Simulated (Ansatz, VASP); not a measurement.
# One calculation of Ta2PbO3, two programs

File INCAR:

```
PREC = Accurate ; ENCUT = 600
EDIFF = 1E-7 ; ISMEAR = 0
SIGMA = 0.1 ; LREAL = F
LASPH = T ; NELM = 60
ALGO = Normal ; ISIF = 3
LWAVE = F ; LCHARG = F
GGA = PE ; IBRION = 2
NSW = 100 ; EDIFFG = -0.01
```

The input KPOINTS:

```
Automatic mesh
0
Gamma
  6 6 10
```

File POSCAR:

```
Ta2PbO3
1.0
    6.6399044549      0.0000000000      0.0000000000
   -3.3199522274      5.7503259366      0.0000000000
    0.0000000000      0.0000000000      3.0184622456
Ta Pb O
2 1 3
Direct
    0.3333333333      0.6666666667      0.0000000000
    0.6666666667      0.3333333333      0.0000000000
    0.0000000000      0.0000000000      0.0000000000
    0.5000000000      0.0000000000      0.0000000000
    0.0000000000      0.5000000000      0.0000000000
    0.5000000000      0.5000000000      0.0000000000
```

Input for Ansatz:

```yaml
crystal:
  lattice:
    - [6.6399044549, 0.0, 0.0]
    - [-3.3199522274, 5.7503259366, 0.0]
    - [0.0, 0.0, 3.0184622456]
  atoms:
    - { symbol: Ta, position: [0.3333333333, 0.6666666667, 0.0] }
    - { symbol: Ta, position: [0.6666666667, 0.3333333333, 0.0] }
    - { symbol: Pb, position: [0.0, 0.0, 0.0] }
    - { symbol: O, position: [0.5, 0.0, 0.0] }
    - { symbol: O, position: [0.0, 0.5, 0.0] }
    - { symbol: O, position: [0.5, 0.5, 0.0] }
basis:
  ecutwfc: 420
kpoints:
  mp_grid: { grid: [6, 6, 10] }
hamiltonian:
  xc: pbe
scf:
  occupations: { method: gaussian, width: 0.1 }
output:
  forces: true
  stress: true
  eigenvalues: true
  write_density: true
  write_potential: true
  elf: true
  volumetric_format: npy
relax:
  adjacent_minimum: "off"
  f_tol: 0.01
  max_steps: 80
  cell: { stress_tol: 0.05 }
```

Alike in both runs: task relaxation of cell and atoms; functional PBE; k mesh 6 × 6 × 10; occupations gaussian, width 0.1 eV; no spin polarisation.

|  | VASP | Ansatz |
| --- | --- | --- |
| version | VASP 6.6.1 | Ansatz 0.2.0 |
| potentials or method | VASP PAW PBE potentials, release 64 (Ta_pv, Pb_d, O), cutoff 600 eV | scalar-relativistic, plane waves, PAW |
| valence electrons in the cell | 54 | 58 |

|  | VASP | Ansatz | Ansatz less VASP |
| --- | --- | --- | --- |
| gap on the k mesh at the Fermi level, each at its own relaxed structure (eV) | none | none | - |
| relaxed volume (Å³/atom) | 18.90 | 18.88 | -0.021 |
| relaxed cell length with the largest relative difference (Å) | 2.952 | 2.957 | +0.0047 |

A gap of «none» marks a metal or a gap that the smearing closes. VASP's potentials hold 54 valence electrons a cell and Ansatz's 58, so a difference there can come from the potentials and not from the codes.

Spin-orbit coupling is off throughout.
